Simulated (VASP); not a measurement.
# Fe (Im-3m) in VASP: single point with PBE+U

Aim: the single point of Fe with PBE+U.

All numbers are computed with VASP 6.6.1; they aren't measurements. Logs are shortened: lines on timing, memory, paths and dates and some standing lists are left out, and cuts for length are marked.

### 1 The cell of the first run

The structure is cubic, space group Im-3m (No. 229). The conventional cell has a = 2.910 Å, b = 2.910 Å, c = 2.910 Å, α = 90.00°, β = 90.00°, γ = 90.00°. Fe (site symmetry m-3m) has 14 Fe at 2.52 to 2.91 Å within 3.3 Å.

### 2 Single point, PBE+U, collinear spin

Contents of INCAR:

```
SYSTEM = Fe
  PREC = Accurate
  ENCUT = 690
  EDIFF = 1E-6
  ISMEAR = -1
  SIGMA = 0.1
  LREAL = .False.
  LASPH = .True.
  NELM = 200
  ALGO = Normal
  ISIF = 2
  LWAVE = .False.
  LCHARG = .False.
  ISPIN = 2
  MAGMOM = 0 4
  LORBIT = 11
  LMAXMIX = 4
  LDAU = .True.
  LDAUTYPE = 2
  LDAUL = 2
  LDAUU = 3.3
  LDAUJ = 0
  LDAUPRINT = 1
  GGA = PE
  NBANDS = 27
  GGA_COMPAT = .False.
```

Contents of KPOINTS:

```
Automatic mesh
0
Gamma
  12 6 12
  0 0 0
```

Contents of POSCAR:

```
Fe
1.0
   -1.4550000000      1.4550000000      1.4550000000
    2.9100000000     -2.9100000000      2.9100000000
    1.4550000000      1.4550000000     -1.4550000000
Fe
2
Direct
    0.0000000000      0.0000000000      0.0000000000
    0.0000000000      0.5000000000      0.0000000000
```

Potentials or basis: VASP PAW PBE potentials, release 64 (Fe_sv).

Command:

```bash
> cat potpaw_PBE.64/Fe_sv/POTCAR > POTCAR
> mpirun -np 1 vasp_std > vasp.out
```

OUTCAR:

```text
SYSTEM = Fe
   PREC = Accurate
   ENCUT = 690
   EDIFF = 1E-6
   ISMEAR = -1
   LREAL = .False.
   LASPH = .True.
   NELM = 200
   ISIF = 2
   ISPIN = 2
   LORBIT = 11
   GGA = PE

 ion  position               nearest neighbor table
   1  0.000  0.000  0.000-   2 2.52   2 2.52   2 2.52   2 2.52
   2  0.000  0.500  0.000-   1 2.52   1 2.52   1 2.52   1 2.52

  LATTYP: Found a base centered orthorhombic cell.
 ALAT       =     2.9100000000
 B/A-ratio  =     1.4142135624
 C/A-ratio  =     1.4142135624

  Lattice vectors:

 A1 = (   1.4550000000,   1.4550000000,  -1.4550000000)
 A2 = (  -1.4550000000,   1.4550000000,   1.4550000000)
 A3 = (   2.9100000000,   0.0000000000,   2.9100000000)

Analysis of symmetry for initial positions (statically):
=====================================================================
 Subroutine PRICEL returns following result:

  LATTYP: Found a body centered cubic cell.
 ALAT       =     2.9100000000

  Lattice vectors:

 A1 = (  -1.4550000000,   1.4550000000,   1.4550000000)
 A2 = (   1.4550000000,  -1.4550000000,   1.4550000000)
 A3 = (   1.4550000000,   1.4550000000,  -1.4550000000)

   2 primitive cells build up your supercell.

 Routine SETGRP: Setting up the symmetry group for a
 base centered orthorhombic supercell.

 Subroutine GETGRP returns: Found  8 space group operations
 (whereof  8 operations were pure point group operations)
 out of a pool of  8 trial point group operations.

The static configuration has the point symmetry D_2h.

Analysis of symmetry for dynamics (positions and initial velocities):
=====================================================================
 Subroutine PRICEL returns following result:

  LATTYP: Found a body centered cubic cell.
 ALAT       =     2.9100000000

  Lattice vectors:

 A1 = (  -1.4550000000,   1.4550000000,   1.4550000000)
 A2 = (   1.4550000000,  -1.4550000000,   1.4550000000)
 A3 = (   1.4550000000,   1.4550000000,  -1.4550000000)

   2 primitive cells build up your supercell.

 Routine SETGRP: Setting up the symmetry group for a
 base centered orthorhombic supercell.

 Subroutine GETGRP returns: Found  8 space group operations
 (whereof  8 operations were pure point group operations)
 out of a pool of  8 trial point group operations.

The dynamic configuration has the point symmetry D_2h.

Analysis of structural, dynamic, and magnetic symmetry:
=====================================================================
 Subroutine PRICEL returns:
 Original cell was already a primitive cell.

 Routine SETGRP: Setting up the symmetry group for a
 base centered orthorhombic supercell.

 Subroutine GETGRP returns: Found  8 space group operations
 (whereof  8 operations were pure point group operations)
 out of a pool of  8 trial point group operations.

The overall configuration has the point symmetry D_2h.

 Subroutine INISYM returns: Found  8 space group operations
 (whereof  8 operations are pure point group operations),
 and found     1 'primitive' translations

----------------------------------------------------------------------------------------

                                     Primitive cell

  volume of cell :      24.6422

[... 135 lines left out ...]

  0.8474 -0.0000 -0.0000 -0.0000  0.0000
 -0.0000  0.8474  0.0000 -0.0000  0.0000
 -0.0000  0.0000  0.8670  0.0000  0.0000
 -0.0000 -0.0000  0.0000  0.8475  0.0000
  0.0000  0.0000  0.0000  0.0000  0.8671

spin component  2

  0.3047  0.0001  0.0000 -0.0000  0.0000
  0.0001  0.3047 -0.0000  0.0000 -0.0000
  0.0000 -0.0000  0.1694 -0.0000  0.0000
 -0.0000  0.0000 -0.0000  0.3050 -0.0000
  0.0000 -0.0000  0.0000 -0.0000  0.1694

 occupancies and eigenvectors

  o =  0.1694  v =  0.0000  0.0000  0.0000  0.0000  0.0000  0.0000 -0.0000 -0.8660 -0.0000  0.5000      0.0000  0.0000  0.0000  0.0000  0.0000  0.0000  0.0000  0.0000  0.0000  0.0000
  o =  0.1695  v =  0.0000  0.0000  0.0000  0.0000  0.0000 -0.0000  0.0000  0.5000  0.0000  0.8660      0.0000  0.0000  0.0000  0.0000  0.0000  0.0000  0.0000  0.0000  0.0000  0.0000
  o =  0.3046  v =  0.0000  0.0000  0.0000  0.0000  0.0000 -0.7071  0.7071 -0.0000 -0.0000 -0.0000      0.0000  0.0000  0.0000  0.0000  0.0000  0.0000  0.0000  0.0000  0.0000  0.0000
  o =  0.3048  v =  0.0000  0.0000  0.0000  0.0000  0.0000 -0.7071 -0.7071 -0.0000  0.0000  0.0000      0.0000  0.0000  0.0000  0.0000  0.0000  0.0000  0.0000  0.0000  0.0000  0.0000
  o =  0.3050  v =  0.0000  0.0000  0.0000  0.0000  0.0000  0.0000  0.0000 -0.0000  1.0000 -0.0000      0.0000  0.0000  0.0000  0.0000  0.0000  0.0000  0.0000  0.0000  0.0000  0.0000
  o =  0.8474  v = -0.7071 -0.7071 -0.0000 -0.0000  0.0000  0.0000  0.0000  0.0000  0.0000  0.0000      0.0000  0.0000  0.0000  0.0000  0.0000  0.0000  0.0000  0.0000  0.0000  0.0000
  o =  0.8474  v =  0.7071 -0.7071  0.0000  0.0000  0.0000  0.0000  0.0000  0.0000  0.0000  0.0000      0.0000  0.0000  0.0000  0.0000  0.0000  0.0000  0.0000  0.0000  0.0000  0.0000
  o =  0.8475  v =  0.0000  0.0000  0.0001 -1.0000  0.0002  0.0000  0.0000  0.0000  0.0000  0.0000      0.0000  0.0000  0.0000  0.0000  0.0000  0.0000  0.0000  0.0000  0.0000  0.0000
  o =  0.8670  v =  0.0000 -0.0000 -0.8660  0.0000  0.5000  0.0000  0.0000  0.0000  0.0000  0.0000      0.0000  0.0000  0.0000  0.0000  0.0000  0.0000  0.0000  0.0000  0.0000  0.0000
  o =  0.8671  v = -0.0000  0.0000  0.5000  0.0002  0.8660  0.0000  0.0000  0.0000  0.0000  0.0000      0.0000  0.0000  0.0000  0.0000  0.0000  0.0000  0.0000  0.0000  0.0000  0.0000

atom =   2  type =  1  l = 2

 onsite density matrix

spin component  1

  0.8475 -0.0000 -0.0000 -0.0000  0.0000
 -0.0000  0.8475  0.0000 -0.0000  0.0000
 -0.0000  0.0000  0.8670 -0.0000 -0.0000
 -0.0000 -0.0000 -0.0000  0.8475 -0.0000
  0.0000  0.0000 -0.0000 -0.0000  0.8670

spin component  2

  0.3049 -0.0001  0.0000  0.0000  0.0000
 -0.0001  0.3049  0.0000  0.0000 -0.0000
  0.0000  0.0000  0.1694  0.0000 -0.0000
  0.0000  0.0000  0.0000  0.3046  0.0000
  0.0000 -0.0000 -0.0000  0.0000  0.1693

 occupancies and eigenvectors

  o =  0.1693  v =  0.0000  0.0000  0.0000  0.0000  0.0000 -0.0000  0.0000  0.5000 -0.0001  0.8660      0.0000  0.0000  0.0000  0.0000  0.0000  0.0000  0.0000  0.0000  0.0000  0.0000
  o =  0.1694  v =  0.0000  0.0000  0.0000  0.0000  0.0000 -0.0000 -0.0000  0.8660 -0.0000 -0.5000      0.0000  0.0000  0.0000  0.0000  0.0000  0.0000  0.0000  0.0000  0.0000  0.0000
  o =  0.3046  v =  0.0000  0.0000  0.0000  0.0000  0.0000  0.0000  0.0000 -0.0000 -1.0000 -0.0001      0.0000  0.0000  0.0000  0.0000  0.0000  0.0000  0.0000  0.0000  0.0000  0.0000
  o =  0.3048  v =  0.0000  0.0000  0.0000  0.0000  0.0000  0.7071  0.7071  0.0000  0.0000 -0.0000      0.0000  0.0000  0.0000  0.0000  0.0000  0.0000  0.0000  0.0000  0.0000  0.0000
  o =  0.3050  v =  0.0000  0.0000  0.0000  0.0000  0.0000 -0.7071  0.7071 -0.0000 -0.0000 -0.0000      0.0000  0.0000  0.0000  0.0000  0.0000  0.0000  0.0000  0.0000  0.0000  0.0000
  o =  0.8475  v =  0.0000 -0.0000  0.0001  1.0000  0.0001  0.0000  0.0000  0.0000  0.0000  0.0000      0.0000  0.0000  0.0000  0.0000  0.0000  0.0000  0.0000  0.0000  0.0000  0.0000
  o =  0.8475  v = -0.7071 -0.7071  0.0000 -0.0000  0.0000  0.0000  0.0000  0.0000  0.0000  0.0000      0.0000  0.0000  0.0000  0.0000  0.0000  0.0000  0.0000  0.0000  0.0000  0.0000
  o =  0.8476  v =  0.7071 -0.7071  0.0000 -0.0000  0.0000  0.0000  0.0000  0.0000  0.0000  0.0000      0.0000  0.0000  0.0000  0.0000  0.0000  0.0000  0.0000  0.0000  0.0000  0.0000
  o =  0.8670  v =  0.0000 -0.0000 -0.5000  0.0001 -0.8660  0.0000  0.0000  0.0000  0.0000  0.0000      0.0000  0.0000  0.0000  0.0000  0.0000  0.0000  0.0000  0.0000  0.0000  0.0000
  o =  0.8670  v =  0.0000 -0.0000  0.8660  0.0000 -0.5000  0.0000  0.0000  0.0000  0.0000  0.0000      0.0000  0.0000  0.0000  0.0000  0.0000  0.0000  0.0000  0.0000  0.0000  0.0000

 number of electron      31.9999982 magnetization       5.6571198

 Free energy of the ion-electron system (eV)
  ---------------------------------------------------
  ext. energy  EPLUGINS =         0.00000000
  ---------------------------------------------------
  free energy    TOTEN  =       -11.16426154 eV

  energy without entropy =      -11.10911730  energy(sigma->0) =      -11.13668942

 E-fermi :  11.3177     XC(G=0): -13.1993

 val. band max:       11.3070570956   @ k =   0.0000   0.5000   0.0000
 cond. band min:      11.3270508001   @ k =   0.5000   0.1667   0.1667
 fundamental gap:      0.0199937045
 Fermi energy:        11.3177427544

 spin component 1

 k-point     1 :       0.0000    0.0000    0.0000
  band No.  band energies     occupation
      1     -77.4149      1.00000
      2     -77.3600      1.00000
      3     -43.5718      1.00000
      4     -43.3703      1.00000
      5     -43.2654      1.00000
      6     -43.2654      1.00000
[... 1433 lines left out ...]
     26      33.9688      0.00000
     27      34.2974      0.00000

 [... further k-points ...]

------------------------ aborting loop because EDIFF is reached ----------------------------------------

  FORCE on cell =-STRESS in cart. coord.  units (eV):
  Direction    XX          YY          ZZ          XY          YZ          ZX
  --------------------------------------------------------------------------------------
  -------------------------------------------------------------------------------------
  Total        0.5668979      0.5662552      0.5668979      0.0000000     -0.0000000     -0.0015289
  in kB       36.8583987     36.8166099     36.8583987      0.0000000     -0.0000000     -0.0994086
  external PRESSURE =      36.8444691 kB  Pullay stress =       0.0000000 kB

 VOLUME and BASIS-vectors are now :
 -----------------------------------------------------------------------------
  energy-cutoff  :      690.00
  volume of cell :       24.64
      direct lattice vectors                 reciprocal lattice vectors
    -1.455000000  1.455000000  1.455000000     0.000000000  0.343642612  0.343642612
     2.910000000 -2.910000000  2.910000000     0.171821306  0.000000000  0.171821306
     1.455000000  1.455000000 -1.455000000     0.343642612  0.343642612  0.000000000

 POSITION                                       TOTAL-FORCE (eV/Angst)
 -----------------------------------------------------------------------------------
      0.00000      0.00000      0.00000         0.000000      0.000000     -0.000000
      1.45500     -1.45500      1.45500        -0.000000      0.000000      0.000000
 -----------------------------------------------------------------------------------
    total drift:                                0.000000     -0.000000      0.000000

  FREE ENERGIE OF THE ION-ELECTRON SYSTEM (eV)
  ---------------------------------------------------
  free  energy   TOTEN  =       -11.1642615450 eV

  energy  without entropy=      -11.1091173011  energy(sigma->0) =      -11.13668942

 total charge

# of ion       s       p       d       tot
------------------------------------------
    1        2.179   6.031   5.503  13.713
    2        2.179   6.030   5.503  13.712
--------------------------------------------------
tot          4.358  12.061  11.006  27.425

 magnetization (x)

# of ion       s       p       d       tot
------------------------------------------
    1       -0.005  -0.020   3.016   2.991
    2       -0.005  -0.020   3.016   2.992
--------------------------------------------------
tot         -0.009  -0.040   6.032   5.983
```

Wall time 16 min (1 thread of AMD EPYC 7R43 (Zen 3), shared host); peak memory 0.29 GiB.

Results:

```
Free energy                                           : -11.1643 eV
Pressure                                              : 3.7 GPa
Net moment                                            : 5.66 μB per cell
Site moments                                          : Fe +2.99 μB
Valence electrons inside the program's atomic spheres : Fe 13.71
```

Levels at points of the mesh, in eV from the Fermi level:
Spin up:
| k point | band 16 | band 17 | band 18 | band 19 | band 20 | band 21 | band 22 | band 23 |
| --- | --- | --- | --- | --- | --- | --- | --- | --- |
| (0.00, 0.00, 0.00) | -2.84 | -2.80 | -2.71 | -1.63 | 0.12 | 5.68 | 17.11 | 18.34 |
| (0.50, 0.00, 0.00) | -2.71 | -1.63 | -1.63 | 0.12 | 0.12 | 5.68 | 5.68 | 17.11 |
| (0.00, 0.50, 0.00) | -2.98 | -2.85 | -2.85 | -2.79 | -2.79 | 14.20 | 14.20 | 19.77 |
| (0.50, 0.50, 0.00) | -2.88 | -2.49 | -2.49 | 0.91 | 0.91 | 9.60 | 9.60 | 10.44 |
| (0.50, 0.00, 0.50) | -1.85 | -1.85 | -1.63 | 0.12 | 5.68 | 8.86 | 8.86 | 8.86 |
| (0.50, 0.50, 0.50) | -2.97 | -1.74 | -1.74 | 4.08 | 4.08 | 6.42 | 6.42 | 12.34 |
Spin down:
```csv
k point,band 10,band 11,band 12,band 13,band 14,band 15,band 16,band 17
"(0.00, 0.00, 0.00)",-3.15,-0.86,-0.08,0.43,0.43,0.43,2.46,2.68
"(0.50, 0.00, 0.00)",-3.15,-0.86,-0.86,-0.08,-0.08,2.46,2.46,2.96
"(0.00, 0.50, 0.00)",-6.20,-0.24,-0.24,-0.01,-0.01,1.70,1.71,2.29
"(0.50, 0.50, 0.00)",-2.91,-1.04,-1.04,-0.67,-0.67,2.29,2.29,2.87
"(0.50, 0.00, 0.50)",-2.13,-2.13,-0.86,-0.08,2.46,2.96,3.02,3.02
"(0.50, 0.50, 0.50)",-1.84,-1.44,-1.44,0.64,0.64,1.42,1.42,3.17
```

Eigenvalues of the final occupation matrices:
```tsv
site	spin	trace	eigenvalues
site 1 d	1	4.28	0.85 0.85 0.85 0.87 0.87
site 1 d	2	1.25	0.17 0.17 0.30 0.30 0.30
site 2 d	1	4.28	0.85 0.85 0.85 0.87 0.87
site 2 d	2	1.25	0.17 0.17 0.30 0.30 0.30
```

Caveat: the cell stands under pressure; the U is typed as a test and isn't derived for this compound.
